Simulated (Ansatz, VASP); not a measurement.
**Two plane-wave programs on WSe2**

Contents of INCAR:

```
PREC     = Accurate       # precision mode
ENCUT    = 520            # plane-wave cutoff, eV
EDIFF    = 1E-6           # SCF threshold, eV
ISMEAR   = 0              # smearing method
SIGMA    = 0.05           # smearing width, eV
LREAL    = F              # projectors in reciprocal space
LASPH    = T              # aspherical terms in the spheres
NELM     = 60             # most SCF steps
ALGO     = Normal         # electronic algorithm
ISIF     = 2              # what is computed and relaxed
LWAVE    = F              # write WAVECAR
LCHARG   = F              # write CHGCAR
LDIPOL   = T            
IDIPOL   = 3            
DIPOL    = 0.5 0.5 0.401
GGA      = PE             # functional
IVDW     = 12             # dispersion correction
NBANDS   = 35             # bands
```

The input KPOINTS:

```
Automatic mesh
0
Gamma
  9 9 1
```

Contents of POSCAR:

```
WSe2
1.0
    3.2854929596      0.0000000000      0.0000000000
   -1.6427464798      2.8453203669      0.0000000000
    0.0000000000      0.0000000000     24.2386467078
Se W
4 2
Direct
    0.3333333333      0.6666666667      0.1856539292
    0.3333333333      0.6666666667      0.3246601780
    0.5000000000      1.0000000000      0.4777215285
    0.5000000000      1.0000000000      0.6167277773
    0.6666666667      0.3333333333      0.2551570536
    0.1666666667      1.3333333333      0.5472246529
```

Input for Ansatz:

```yaml
crystal:
  lattice:
    - [3.2854929596, 0.0, 0.0]
    - [-1.6427464798, 2.8453203669, 0.0]
    - [0.0, 0.0, 24.2386467078]
  atoms:
    - { symbol: Se, position: [0.3333333333, 0.6666666667, 0.1856539292] }
    - { symbol: W, position: [0.6666666667, 0.3333333333, 0.2551570536] }
    - { symbol: Se, position: [0.3333333333, 0.6666666667, 0.324660178] }
    - { symbol: Se, position: [0.5, 1.0, 0.4777215285] }
    - { symbol: W, position: [0.1666666667, 1.3333333333, 0.5472246529] }
    - { symbol: Se, position: [0.5, 1.0, 0.6167277773] }
basis:
  ecutwfc: 420
kpoints:
  mp_grid: { grid: [9, 9, 1] }
hamiltonian:
  xc: pbe
  pseudopotentials: { kind: paw, azcp: { folder: soft_1 } }
  dispersion: d3bj
scf:
  occupations: { method: gaussian, width: 0.05 }
output:
  forces: true
  eigenvalues: true
  write_density: true
  write_potential: true
  elf: true
  volumetric_format: npy
efield:
  axis: 3
  dipole_correction: true
  ramp_width: 0.04
```

Alike in both runs: task single point; functional PBE; dispersion D3(BJ); k mesh 9 × 9 × 1; occupations gaussian, width 0.05 eV; no spin polarisation.

|  | VASP | Ansatz |
| --- | --- | --- |
| version | VASP 6.6.1 | Ansatz 0.2.0 |
| potentials or method | VASP PAW PBE potentials, release 64 (Se, W_sv), cutoff 520 eV | scalar-relativistic, plane waves, PAW |
| valence electrons in the cell | 52 | 92 |

|  | VASP | Ansatz | Ansatz less VASP |
| --- | --- | --- | --- |
| gap on the k mesh at the Fermi level (eV) | 1.56 | 1.56 | -0.001 |
| least direct gap on the mesh (eV) | 1.65 | 1.66 | +0.004 |
| rms of the force components (eV/Å) | 0.040 | 0.023 | -0.0164 |

VASP's potentials hold 52 valence electrons a cell and Ansatz's 92, so a difference there can come from the potentials and not from the codes. Ansatz's warnings: xc potential rough in thin density.

Spin-orbit coupling is off throughout.
